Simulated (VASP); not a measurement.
A run of VASP 6.6.1:

Contents of POSCAR:

```
CaSe
1.0
    0.0000000000      2.9940910000      2.9940910000
    2.9940910000      0.0000000000      2.9940910000
    2.9940910000      2.9940910000      0.0000000000
Ca Se
1 1
Direct
    0.0000000000      0.0000000000      0.0000000000
    0.5000000000      0.5000000000      0.5000000000
```

The input INCAR.step1:

```
PREC = Accurate
ENCUT = 520
ISMEAR = -1
SIGMA = 0.0192
LREAL = F
LASPH = T
NELM = 80
NBANDS = 15
GGA = PE
ALGO = Normal
EDIFF = 1E-4
LWAVE = T
LCHARG = F
```

File INCAR.step2:

```
PREC = Accurate
ENCUT = 520
EDIFF = 1E-7
ISMEAR = -1
SIGMA = 0.0192
LREAL = F
LASPH = T
NELM = 80
ALGO = Normal
ISIF = 2
LWAVE = F
LCHARG = F
METAGGA = R2SCAN
LMIXTAU = T
NBANDS = 15
ISTART = 1
```

Contents of KPOINTS:

```
Automatic mesh
0
Gamma
  5 5 5
```

Potentials or basis: VASP PAW PBE potentials, release 64 (Ca_sv, Se).

The run is started by

```sh
$ cat potpaw_PBE.64/Ca_sv/POTCAR potpaw_PBE.64/Se/POTCAR > POTCAR
$ cp INCAR.step1 INCAR
$ mpirun -np 1 vasp_std > vasp.out
$ cp INCAR.step2 INCAR
$ mpirun -np 1 vasp_std > vasp.out
```

Hardware: 1 thread of Intel(R) Xeon(R) Platinum 8259CL CPU @ 2.50GHz (Skylake/Cascade Lake), with other jobs on the host.

Q: How long does it take, and how much memory?

A: Run time: 57 s on 1 thread of Intel(R) Xeon(R) Platinum 8259CL CPU @ 2.50GHz (Skylake/Cascade Lake) (shared host), peak memory 0.19 GiB. Counts: k points 10.
